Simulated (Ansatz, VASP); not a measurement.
**Ti in VASP and in Ansatz**

```
Ti
1.0
     2.91013    0.00000    0.00000
    -1.45506    2.52024    0.00000
     0.00000    0.00000    4.62267
Ti
2
Cartesian
  0.0000 1.6802 1.1557
  1.4551 0.8401 3.4670
```

Change from the starting cell: volume scaled by 0.96, crystal datasets.

Alike in both runs: task electric field gradients; functional PBEsol; k mesh 14 × 14 × 8; occupations fermi-dirac, width 0.05 eV; no spin polarisation.

|  | VASP | Ansatz |
| --- | --- | --- |
| version | VASP 6.6.1 | Ansatz 0.2.0 |
| potentials or method | VASP PAW PBE potentials, release 64 (Ti_sv), cutoff 520 eV | all-electron PAW with datasets made for the crystal, scalar-relativistic |

|  | VASP | Ansatz | Ansatz less VASP |
| --- | --- | --- | --- |
| pressure (GPa) | -1.8 | -1.6 | +0.27 |
| traceless stress, the component that is largest in VASP (GPa) | -0.31 | -0.31 | -0.003 |
| size of Vzz on the site where it differs most (V/Å²) | 18.4 | 20.0 | +1.68 |

VASP's potentials were made for PBE, not for PBEsol. Ansatz ran all-electron here, and VASP with PAW potentials.
